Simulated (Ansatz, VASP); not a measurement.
## One calculation of Cs2Cd, two programs

```
Cs Cd
1.0
     5.32719    0.00000    0.00000
    -2.66360    4.61348    0.00000
     0.00000    0.00000   19.08779
Cs Cd
4 2
Cartesian
  0.0000 3.0757 11.7687
  2.6636 1.5378 2.2248
  0.0000 3.0757 16.8630
  2.6636 1.5378 7.3191
  0.0000 3.0757 4.7719
  2.6636 1.5378 14.3158
```

Alike in both runs: functional PBE; k mesh 12 × 12 × 2; occupations gaussian, width 0.1 eV; no spin polarisation.

Ansatz relaxed the structure, and its values are those at the end. VASP's run is a single point on that final structure, the one shown.

|  | VASP | Ansatz |
| --- | --- | --- |
| version | VASP 6.6.1 | Ansatz 0.2.0 |
| potentials or method | VASP PAW PBE potentials, release 64 (Cs_sv, Cd), cutoff 520 eV | scalar-relativistic, plane waves, PAW |
| valence electrons in the cell | 60 | 76 |

|  | VASP | Ansatz | Ansatz less VASP |
| --- | --- | --- | --- |
| gap on the k mesh at the Fermi level (eV) | none | none | - |
| pressure (GPa) | 0.0 | 0.0 | 0.00 |

A gap of «none» marks a metal or a gap that the smearing closes. With one functional, cell and mesh, what is left measures potentials, basis and numerics. VASP's potentials hold 60 valence electrons a cell and Ansatz's 76, so a difference there can come from the potentials and not from the codes.

Spin-orbit coupling is off throughout.
